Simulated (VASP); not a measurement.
# Hg (P2_1/m) in VASP: a series of runs

Runs on Hg. Level: PBE. Tasks: single point, relaxation of cell and atoms.

Everything below comes from runs of VASP 6.6.1. Logs are shortened: lines on timing, memory, paths and dates and some standing lists are left out, and cuts for length are marked.

## (1) The cell of the first run

The typed cell holds 2 atoms: a = 3.587 Å, b = 5.638 Å, c = 3.600 Å, α = 90.00°, β = 119.86°, γ = 90.00°.

## (2) Single point, PBE

Contents of INCAR:

```
SYSTEM = Hg
  ALGO = Normal
  EDIFF = 1E-7
  ENCUT = 520
  GGA = PE
  ISIF = 2
  ISMEAR = 0
  LASPH = .True.
  LCHARG = .True.
  LELF = .True.
  LREAL = .False.
  LVHAR = .True.
  LWAVE = .False.
  NBANDS = 19
  NELM = 100
  PREC = Accurate
  SIGMA = 0.02
```

Contents of KPOINTS:

```
k-points
0
Gamma
  10 6 10
  0 0 0
```

Contents of POSCAR:

```
Hg
1.0
    3.5866218987      0.0000000000     -0.0036831378
    0.0000000000      5.6380358963      0.0000000000
   -1.7894323060      0.0000000000      3.1238572639
Hg
2
Direct
    0.6636584917      0.2500000000      0.8274506808
    0.3363415083      0.7500000000      0.1725493192
```

Potentials or basis: VASP PAW PBE potentials, release 64 (Hg).

Command:

```console
$ cat potpaw_PBE.64/Hg/POTCAR > POTCAR
$ mpirun -np 1 vasp_std > vasp.out
```

OUTCAR:

```text
SYSTEM = Hg
   EDIFF = 1E-7
   ENCUT = 520
   GGA = PE
   ISIF = 2
   ISMEAR = 0
   LASPH = .True.
   LREAL = .False.
   NELM = 100
   PREC = Accurate

 ion  position               nearest neighbor table
   1  0.664  0.250  0.827-   2 3.48   2 3.48   2 3.51   2 3.51   2 3.51   2 3.51
   2  0.336  0.750  0.173-   1 3.48   1 3.48   1 3.51   1 3.51   1 3.51   1 3.51

  LATTYP: Found a simple monoclinic cell.
 ALAT       =     3.5866237898
 B/A-ratio  =     1.5719618858
 C/A-ratio  =     1.0037508538
 COS(beta)  =    -0.4979447480

  Lattice vectors:

 A1 = (   3.5866218987,   0.0000000000,  -0.0036831378)
 A2 = (   0.0000000000,   5.6380358963,   0.0000000000)
 A3 = (  -1.7894323060,   0.0000000000,   3.1238572639)

Analysis of symmetry for initial positions (statically):
=====================================================================
 Subroutine PRICEL returns:
 Original cell was already a primitive cell.

 Routine SETGRP: Setting up the symmetry group for a
 simple monoclinic supercell.

 Subroutine GETGRP returns: Found  4 space group operations
 (whereof  2 operations were pure point group operations)
 out of a pool of  4 trial point group operations.

The static configuration has the point symmetry S_2 .
 The point group associated with its full space group is C_2h.

Analysis of symmetry for dynamics (positions and initial velocities):
=====================================================================
 Subroutine PRICEL returns:
 Original cell was already a primitive cell.

 Routine SETGRP: Setting up the symmetry group for a
 simple monoclinic supercell.

 Subroutine GETGRP returns: Found  4 space group operations
 (whereof  2 operations were pure point group operations)
 out of a pool of  4 trial point group operations.

The dynamic configuration has the point symmetry S_2 .
 The point group associated with its full space group is C_2h.

 Subroutine INISYM returns: Found  4 space group operations
 (whereof  2 operations are pure point group operations),
 and found     1 'primitive' translations

----------------------------------------------------------------------------------------

                                     Primitive cell

  volume of cell :      63.1319

  direct lattice vectors                    reciprocal lattice vectors
[... 77 lines left out ...]
 SYSTEM =  Hg
   PREC   = accura    normal or accurate (medium, high low for compatibility)
   ISTART =      0    job   : 0-new  1-cont  2-samecut
   ICHARG =      2    charge: 1-file 2-atom 10-const
   ISPIN  =      1    spin polarized calculation?
   LNONCOLLINEAR =      F non collinear calculations
   LSORBIT =      F    spin-orbit coupling
   LASPH  =      T    aspherical Exc in radial PAW
   ENCUT  =  520.0 eV  38.22 Ry    6.18 a.u.   6.67 10.48  6.69*2*pi/ulx,y,z
   NELM   =    100;   NELMIN=  2; NELMDL= -5     # of ELM steps
   EDIFF  = 0.1E-06   stopping-criterion for ELM
   LREAL  =      F    real-space projection
   EDIFFG = 0.1E-05   stopping-criterion for IOM
   NSW    =      0    number of steps for IOM
   IBRION =     -1    ionic relax: 0-MD 1-quasi-New 2-CG
   NFREE  =      0    steps in history (QN), initial steepest desc. (CG)
   ISIF   =      2    stress and relaxation
   ISYM   =      2    0-nonsym 1-usesym 2-fastsym
   POTIM  = 0.5000    time-step for ionic-motion
   TEBEG  =    0.0;   TEEND  =   0.0 temperature during run
   PSTRESS=    0.0 pullay stress
   NELECT =      24.0000    total number of electrons
   NUPDOWN=      -1.0000    fix difference up-down
   EMIN   =  10.00;   EMAX   =-10.00  energy-range for DOS
   EFERMI =   0.00;   METHOD = LEGACY
   ISMEAR =     0;   SIGMA  =   0.02  broadening in eV -4-tet -1-fermi 0-gaus
   EFERMI_NEDOS =   21; number of points for ismear=-14 and -15
   IALGO  =     38    algorithm
   IMIX   =      4    mixing-type and parameters
     AMIX     =   0.40;   BMIX     =  1.00
     AMIX_MAG =   1.60;   BMIX_MAG =  1.00
  volume/ion in A,a.u.               =      31.57       213.02
  Fermi-wavevector in a.u.,A,eV,Ry     =   1.185939  2.241099 19.135920  1.406450
  Thomas-Fermi vector in A             =   2.322122
   LORBIT       =      0    0 simple, 1 ext, 2 COOP (PROOUT), +10 PAW based schemes
   GGA     = PE    functional components
   LHFCALC =     F    Hartree Fock is set to
   AEXX    =    0.0000 exact exchange contribution
   IVDW    =     0    specifies the selected vdW correction
   LEPSILON=     F    determine dielectric tensor
   LRPA    =     F    only Hartree local field effects (RPA)
 non-spin polarized calculation
 Gauss-broadening in eV      SIGMA  =   0.02
  energy-cutoff  :      520.00
  volume of cell :       63.13
 maximum number of plane-waves:      1739
   NGX = 13   NGY = 21   NGZ = 13

 number of electron      24.0000004 magnetization

 Free energy of the ion-electron system (eV)
  ---------------------------------------------------
  ext. energy  EPLUGINS =         0.00000000
  ---------------------------------------------------
  free energy    TOTEN  =        -0.37646161 eV

  energy without entropy =       -0.37646161  energy(sigma->0) =       -0.37646161

 E-fermi :   0.1765     XC(G=0):  -9.2967

 val. band max:        0.0827790733   @ k =  -0.4000   0.0000   0.3000
 cond. band min:       0.4694993954   @ k =   0.0000   0.0000   0.0000
 fundamental gap:      0.3867203220
 Fermi energy:         0.1764557330

 k-point     1 :       0.0000    0.0000    0.0000
  band No.  band energies     occupation
      1      -6.1858      2.00000
      2      -5.8930      2.00000
      3      -5.4217      2.00000
      4      -5.4024      2.00000
      5      -5.4011      2.00000
      6      -5.3337      2.00000
[... 505 lines left out ...]
      6      -5.1802      2.00000
[... 11 lines left out ...]
     18       9.1907      0.00000
     19      11.4606      0.00000

 [... further k-points ...]
[... 5 lines left out ...]
  --------------------------------------------------------------------------------------
  -------------------------------------------------------------------------------------
  Total       -0.0029775     -0.0116919     -0.0061657      0.0000000      0.0000000     -0.0004277
  in kB       -0.0755626     -0.2967196     -0.1564740      0.0000000      0.0000000     -0.0108536
  external PRESSURE =      -0.1762521 kB  Pullay stress =       0.0000000 kB

 VOLUME and BASIS-vectors are now :
 -----------------------------------------------------------------------------
  energy-cutoff  :      520.00
  volume of cell :       63.13
      direct lattice vectors                 reciprocal lattice vectors
     3.586621899  0.000000000 -0.003683138     0.278977996  0.000000000  0.159806354
     0.000000000  5.638035896  0.000000000     0.000000000  0.177366732  0.000000000
    -1.789432306  0.000000000  3.123857264     0.000328925  0.000000000  0.320305476

 POSITION                                       TOTAL-FORCE (eV/Angst)
 -----------------------------------------------------------------------------------
      0.89963      1.40951      2.58239         0.000101      0.000000      0.003836
      0.89756      4.22853      0.53778        -0.000101      0.000000     -0.003836
 -----------------------------------------------------------------------------------
    total drift:                                0.000000      0.000000      0.000000

  FREE ENERGIE OF THE ION-ELECTRON SYSTEM (eV)
  ---------------------------------------------------
  free  energy   TOTEN  =        -0.3764616119 eV

  energy  without entropy=       -0.3764616119  energy(sigma->0) =       -0.37646161
```

OSZICAR:

```text
N       E                     dE             d eps       ncg     rms          rms(c)
DAV:   1     0.170044550018E+03    0.17004E+03   -0.11965E+04  7920   0.117E+03
DAV:   2     0.417243022429E+01   -0.16587E+03   -0.15708E+03  8317   0.297E+02
DAV:   3    -0.384739569954E+00   -0.45572E+01   -0.45436E+01  8849   0.530E+01
DAV:   4    -0.393523608085E+00   -0.87840E-02   -0.87832E-02  8419   0.239E+00
DAV:   5    -0.393541192189E+00   -0.17584E-04   -0.17584E-04  8602   0.981E-02    0.195E+00
DAV:   6    -0.376697404785E+00    0.16844E-01   -0.45127E-02  8610   0.203E+00    0.159E+00
DAV:   7    -0.376129793114E+00    0.56761E-03   -0.73396E-03  8475   0.671E-01    0.740E-01
DAV:   8    -0.376416695188E+00   -0.28690E-03   -0.97959E-04  8280   0.321E-01    0.346E-02
DAV:   9    -0.376444279500E+00   -0.27584E-04   -0.20780E-05  8754   0.386E-02    0.126E-02
DAV:  10    -0.376461671536E+00   -0.17392E-04   -0.21758E-05  8136   0.349E-02    0.179E-03
DAV:  11    -0.376461611859E+00    0.59677E-07   -0.86120E-08  6895   0.135E-03
   1 F= -.37646161E+00 E0= -.37646161E+00  d E =-.241320E-13
```

Wall time 2.2 min (1 thread of AMD EPYC 7R43 (Zen 3), shared host); peak memory 0.29 GiB.

Results:

```
Free energy            : -0.3765 eV
Pressure               : 0.0 GPa
Largest force          : 0.004 eV/Å
Band gap on the k mesh : 0.39 eV, indirect (least direct gap 1.39 eV)
```

Forces in eV/Å, atoms in the order of the input:
```
Hg   0.000  0.000  0.004
Hg   0.000  0.000 -0.004
```

Levels at points of the mesh, in eV from the valence-band top:
| k point | band 9 | band 10 | band 11 | band 12 | band 13 | band 14 | band 15 | band 16 |
| --- | --- | --- | --- | --- | --- | --- | --- | --- |
| (0.00, 0.00, 0.00) | -5.35 | -4.95 | -4.93 | -1.02 | 0.39 | 10.40 | 10.58 | 12.44 |
| (0.50, 0.00, 0.00) | -4.89 | -4.86 | -1.95 | -1.16 | 2.67 | 3.73 | 4.42 | 6.56 |
| (0.00, 0.50, 0.00) | -5.06 | -5.06 | -4.71 | -4.71 | 6.65 | 6.65 | 11.41 | 11.41 |
| (0.50, 0.50, 0.00) | -4.91 | -4.91 | -0.94 | -0.94 | 0.93 | 0.93 | 8.26 | 8.26 |
| (0.00, 0.00, 0.50) | -4.89 | -4.87 | -1.96 | -1.26 | 2.72 | 3.69 | 4.50 | 6.65 |
| (0.50, 0.00, 0.50) | -4.89 | -4.86 | -1.95 | -1.16 | 2.67 | 3.73 | 4.42 | 6.55 |
| (0.00, 0.50, 0.50) | -4.91 | -4.91 | -0.94 | -0.94 | 0.86 | 0.86 | 8.35 | 8.35 |
| (0.50, 0.50, 0.50) | -4.91 | -4.91 | -0.94 | -0.94 | 0.93 | 0.93 | 8.25 | 8.25 |

Caveat: spin-orbit coupling is left out, which moves the levels of the heavy elements.

## (3) Relaxation of cell and atoms, PBE

Contents of INCAR:

```
SYSTEM = Hg
ALGO = Normal
EDIFF = 1E-7
EDIFFG = -0.02
ENCUT = 600
GGA = PE
IBRION = 2
ISIF = 3
ISMEAR = 0
LASPH = .TRUE.
LCHARG = .FALSE.
LREAL = .FALSE.
LWAVE = .FALSE.
NELM = 100
NSW = 90
PREC = Accurate
SIGMA = 0.02
```

Contents of KPOINTS:

```
k-points
0
G
  10 6 10
  0 0 0
```

POSCAR is that of step 2.

Potentials or basis: VASP PAW PBE potentials, release 64 (Hg).

Command:

```console
$ cat potpaw_PBE.64/Hg/POTCAR > POTCAR
$ mpirun -np 1 vasp_std > vasp.out
```

Wall time 2.2 min (1 thread of AMD EPYC 7R43 (Zen 3), shared host); peak memory 0.32 GiB.

Results (log left out):

```yaml
Free_energy: -0.3766 eV
Pressure_after_relaxing: 0.0 GPa
Largest_force_after_relaxing: 0.004 eV/Å
Band_gap_on_the_k_mesh: 0.39 eV, indirect (least direct gap 1.39 eV)
```

Forces on the atoms (eV/Å):
```
Hg   0.000  0.000  0.004
Hg   0.000  0.000 -0.004
```

Final structure:
```yaml
crystal:
  lattice:
    - [3.58662, 0.00000, -0.00368]
    - [0.00000, 5.63804, 0.00000]
    - [-1.78943, 0.00000, 3.12386]
  atoms:
    - { symbol: Hg, position: [0.66366, 0.25000, 0.82745] }
    - { symbol: Hg, position: [0.33634, 0.75000, 0.17255] }
```

Levels at points of the mesh, in eV from the valence-band top:
| k point | band 8 | band 9 | band 10 | band 11 | band 12 | band 13 | band 14 | band 15 | band 16 |
| --- | --- | --- | --- | --- | --- | --- | --- | --- | --- |
| (0.00, 0.00, 0.00) | -5.39 | -5.35 | -4.95 | -4.93 | -1.02 | 0.39 | 10.40 | 10.58 | 12.44 |
| (0.50, 0.00, 0.00) | -4.95 | -4.89 | -4.86 | -1.95 | -1.16 | 2.67 | 3.73 | 4.42 | 6.56 |
| (0.00, 0.50, 0.00) | -5.07 | -5.06 | -5.06 | -4.71 | -4.71 | 6.65 | 6.65 | 11.41 | 11.42 |
| (0.50, 0.50, 0.00) | -4.93 | -4.91 | -4.91 | -0.94 | -0.94 | 0.93 | 0.93 | 8.26 | 8.26 |
| (0.00, 0.00, 0.50) | -4.96 | -4.89 | -4.87 | -1.96 | -1.26 | 2.72 | 3.69 | 4.50 | 6.65 |
| (0.50, 0.00, 0.50) | -4.95 | -4.89 | -4.86 | -1.95 | -1.16 | 2.67 | 3.73 | 4.42 | 6.55 |
| (0.00, 0.50, 0.50) | -4.92 | -4.91 | -4.91 | -0.94 | -0.94 | 0.86 | 0.86 | 8.35 | 8.35 |
| (0.50, 0.50, 0.50) | -4.93 | -4.91 | -4.91 | -0.94 | -0.94 | 0.93 | 0.93 | 8.25 | 8.25 |

Caveat: the relaxation stopped at its first step, so nothing moved; spin-orbit coupling is left out, which moves the levels of the heavy elements.

## (4) Single point, PBE

Contents of INCAR:

```
PREC     = Accurate       # precision mode
ENCUT    = 520            # plane-wave cutoff, eV
EDIFF    = 1E-6           # SCF threshold, eV
ISMEAR   = 0              # smearing method
SIGMA    = 0.1            # smearing width, eV
LREAL    = F              # projectors in reciprocal space
LASPH    = T              # aspherical terms in the spheres
NELM     = 100            # most SCF steps
ALGO     = Normal         # electronic algorithm
ISIF     = 2              # what is computed and relaxed
LWAVE    = F              # write WAVECAR
LCHARG   = F              # write CHGCAR
GGA      = PE             # functional
NBANDS   = 19             # bands
```

Contents of KPOINTS:

```
Automatic mesh
0
Gamma
  12 6 12
```

POSCAR is that of step 3.

Command:

```console
$ cat potpaw_PBE.64/Hg/POTCAR > POTCAR
$ mpirun -np 1 vasp_std > vasp.out
```

It took 2.8 min on 1 thread of AMD EPYC 7R43 (Zen 3), shared host; peak memory 0.36 GiB.

It converged, with:

```
Free energy            : -0.3765 eV
Pressure               : 0.0 GPa
Largest force          : 0.004 eV/Å
Band gap on the k mesh : 0.34 eV, indirect (least direct gap 1.39 eV)
```

Forces in eV/Å, atoms in the order of the input:
```
Hg   0.000  0.000  0.004
Hg   0.000  0.000 -0.004
```

Levels at points of the mesh, in eV from the valence-band top:
```csv
k point,band 9,band 10,band 11,band 12,band 13,band 14,band 15,band 16
"(0.00, 0.00, 0.00)",-5.40,-5.00,-4.97,-1.06,0.34,10.36,10.54,12.39
"(0.50, 0.00, 0.00)",-4.93,-4.91,-2.00,-1.20,2.62,3.69,4.38,6.51
"(0.00, 0.50, 0.00)",-5.11,-5.11,-4.76,-4.76,6.60,6.60,11.37,11.37
"(0.50, 0.50, 0.00)",-4.95,-4.95,-0.99,-0.99,0.88,0.88,8.21,8.21
"(0.00, 0.00, 0.50)",-4.93,-4.91,-2.01,-1.30,2.67,3.65,4.46,6.60
"(0.50, 0.00, 0.50)",-4.93,-4.91,-2.00,-1.20,2.62,3.69,4.38,6.51
"(0.00, 0.50, 0.50)",-4.96,-4.96,-0.99,-0.99,0.81,0.81,8.30,8.30
"(0.50, 0.50, 0.50)",-4.95,-4.95,-0.99,-0.99,0.88,0.88,8.21,8.21
```

Caveat: spin-orbit coupling is left out, which moves the levels of the heavy elements. A k mesh can miss the band edges.

## (5) Summary

| task | cell | k mesh | cutoff (eV) | smearing | gap on the mesh (eV) | pressure (GPa) |
| --- | --- | --- | --- | --- | --- | --- |
| single point | as given | 10 × 6 × 10 | 520 | gaussian 0.02 eV | 0.39 | 0.0 |
| relaxation of cell and atoms | relaxed | 10 × 6 × 10 | 600 | gaussian 0.02 eV | 0.39 | 0.0 |
| single point | as given | 12 × 6 × 12 | 520 | gaussian 0.1 eV | 0.34 | 0.0 |

Alike in all rows: level PBE; potentials or basis VASP PAW PBE potentials, release 64 (Hg); no spin polarisation.

Caveats: spin-orbit coupling is left out, which moves the levels of the heavy elements; the relaxation stopped at its first step, so nothing moved (some runs).

Total energies depend on the potentials used, so only differences within one code and one set of settings carry meaning.
